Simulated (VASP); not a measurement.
**Pt: single point with PBE**

Crystal: Pt.

```
Pt
1.0
     0.00000    1.95790    2.05579
     1.95790    0.00000    2.05579
     1.95790    1.95790    0.00000
Pt
1
Direct
  0.00000 0.00000 0.00000
```

This cell differs from its parent crystal: strain +0.000 along x and y, +0.050 along z.

- Program: VASP 6.6.1
- Task: single point
- Functional: PBE
- Potentials or basis: VASP PAW PBE potentials, release 64 (Pt)
- Cutoff: 520 eV
- k mesh: 20 × 20 × 20
- Occupations: gaussian, width 0.15 eV
- Spin: no spin polarisation

| Quantity | Value |
| --- | --- |
| Pressure | -1.9 GPa |
| Band gap on the k mesh | zero (bands 5 and 6 overlap by 2.30 eV) |

Stress tensor (GPa, compression positive):
```
-0.33  0.00  0.00
 0.00 -0.33  0.00
 0.00  0.00 -5.14
```

Levels at points of the mesh, in eV from the Fermi level:
| k point | band 3 | band 4 | band 5 | band 6 | band 7 | band 8 |
| --- | --- | --- | --- | --- | --- | --- |
| (0.00, 0.00, 0.00) | -3.32 | -3.32 | -1.85 | -1.21 | 14.80 | 18.73 |
| (0.50, 0.00, 0.00) | -3.31 | -0.28 | -0.09 | 0.16 | 5.54 | 14.24 |
| (0.50, 0.50, 0.00) | 0.04 | 0.43 | 0.43 | 1.29 | 7.62 | 11.85 |
| (0.50, 0.00, 0.50) | -0.04 | 0.22 | 0.70 | 2.18 | 8.84 | 10.86 |

Wall time 58 s on 1 thread of Intel(R) Xeon(R) Platinum 8259CL CPU @ 2.50GHz (Skylake/Cascade Lake) (shared host), peak memory 0.24 GiB.

Caveat: the cell differs from its parent crystal (strain +0.000 along x and y, +0.050 along z); spin-orbit coupling is left out, which moves the levels of the heavy elements.
